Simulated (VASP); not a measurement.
Write the native input for VASP 6.6.1 that does the following.

| Quantity | Value |
| --- | --- |
| Task | single point |
| Functional | PBE |
| Potentials or basis | VASP PAW PBE potentials, release 64 (Sr_sv, Al, O) |
| Cutoff | 600 eV |
| k mesh | 6 × 6 × 2 |
| Occupations | gaussian, width 0.1 eV |
| Spin | no spin polarisation |
| Dipole correction | no |
| Further INCAR settings | ALGO = Normal; EDIFF = 1e-06; NBANDS = 39 |

The structure of Sr2AlO lies in POSCAR:

```
Sr2AlO
1.0
    3.8458525296      0.0000000000      0.0000000000
   -1.9229262648      3.3306059898      0.0000000000
    0.0000000000      0.0000000000     16.1124867794
Sr Al O
4 2 2
Direct
    0.6666666667      0.3333333333      0.8830153847
    0.3333333333      0.6666666667      0.1169846153
    0.6666666667      0.3333333333      0.2997144765
    0.3333333333      0.6666666667      0.7002855235
    0.3333333333      0.6666666667      0.4515352039
    0.6666666667      0.3333333333      0.5484647961
    0.0000000000      0.0000000000      0.8038742617
    0.0000000000      0.0000000000      0.1961257383
```

The cell was built from a structure type or drawn by symmetry, and may not be a known phase.

One way to write it, as run:

INCAR

```
  PREC = Accurate
  ENCUT = 600
  EDIFF = 1E-6
  ISMEAR = 0
  SIGMA = 0.1
  LREAL = False
  LASPH = True
  NELM = 120
  ALGO = Normal
  ISIF = 2
  LWAVE = False
  LCHARG = False
  GGA = PE
  NBANDS = 39
  GGA_COMPAT = False
```

KPOINTS

```
Automatic mesh
0
Gamma
  6 6 2
```

Potentials or basis: VASP PAW PBE potentials, release 64 (Sr_sv, Al, O).

The run is started by

```console
$ cat potpaw_PBE.64/Sr_sv/POTCAR potpaw_PBE.64/Al/POTCAR potpaw_PBE.64/O/POTCAR > POTCAR
$ mpirun -np 1 vasp_std > vasp.out
```

It gave:

```json
{
 "Pressure": "0.1 GPa",
 "Largest force": "0.048 eV/Å",
 "Band gap on the k mesh": "zero (bands 29 and 30 overlap by 0.81 eV)"
}
```

It took 7.9 min on 1 thread of Intel Xeon 8259CL, on a shared host, peak memory 0.44 GiB.
